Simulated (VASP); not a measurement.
The system is WSe2.

```
W Se
1.0
     3.29000    0.00000    0.00000
    -1.64500    2.84922    0.00000
     0.00000    0.00000   12.97000
W Se
2 4
Direct
  0.33333 0.66667 0.25000
  0.66667 0.33333 0.75000
  0.33333 0.66667 0.62100
  0.66667 0.33333 0.12100
  0.33333 0.66667 0.87900
  0.66667 0.33333 0.37900
```

Base run:

- Program: VASP 6.6.1
- Functional: PBEsol
- Potentials or basis: VASP PAW PBE potentials, release 64 (W_sv, Se)
- Cutoff: 520 eV
- k mesh: 8 × 8 × 2
- Occupations: fermi-dirac, width 0.1 eV
- Spin: collinear spin
- Starting moments: [1.0, 1.0, 0.0, 0.0, 0.0, 0.0] μB
- Fixed moment: 2 μB
- Hubbard terms: W d U = 6.2 eV

Its results: pressure 8.7 GPa; net moment 2.00 μB per cell; largest force 0.738 eV/Å.

Task: The run is repeated on the same cell with these changes: fixed moment from 2 μB to none; moments at the start from [1.0, 1.0, 0.0, 0.0, 0.0, 0.0] to [0.1, 0.1, 0.0, 0.0, 0.0, 0.0]. What comes out?

Result: Pressure 3.5 GPa; net moment 0.00 μB per cell; largest force 0.480 eV/Å.

Caveats: the cell stands under pressure; the PAW data sets were made with another functional, which shifts forces and pressure a little; this functional lacks dispersion, which binds the layers, so the pressure and a relaxed spacing across them are unreliable; the total moment is fixed, so each spin has its own Fermi level (at least some runs).
